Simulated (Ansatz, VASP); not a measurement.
**One calculation of Ir, two programs**

```xyz
2
Lattice="2.7514 0.0000 0.0000 -1.3757 2.3828 0.0000 0.0000 0.0000 4.4623" Properties=species:S:1:pos:R:3 pbc="T T T"
Ir    0.0000    1.5885    1.1156
Ir    1.3757    0.7943    3.3467
```

Alike in both runs: task relaxation of cell and atoms; functional LDA; k mesh 11 × 11 × 6; occupations fermi-dirac, width 0.05 eV; no spin polarisation.

```csv
,VASP,Ansatz
version,VASP 6.6.1,Ansatz 0.2.0
potentials or method,"VASP PAW LDA potentials, release 64 (Ir_sv_GW)",Ansatz PAW
plane-wave cutoff (eV),560,420
valence electrons in the cell,34,34
```

|  | VASP | Ansatz | Ansatz less VASP |
| --- | --- | --- | --- |
| gap on the k mesh at the Fermi level, each at its own relaxed structure (eV) | none | none | - |
| relaxed volume (Å³/atom) | 13.91 | 13.91 | -0.002 |
| relaxed length of the cell vector where the two differ most in proportion (Å) | 2.706 | 2.706 | -0.0002 |

LDA's correlation is that of Perdew and Zunger in VASP and of Perdew and Wang (1992) in Ansatz. A gap of «none» marks a metal or a gap that the smearing closes.

Neither program's run includes spin-orbit coupling. Noted on Ansatz's run: the plane-wave basis is chosen anew once the cell has moved, so the energies of steps on either side of that aren't comparable.
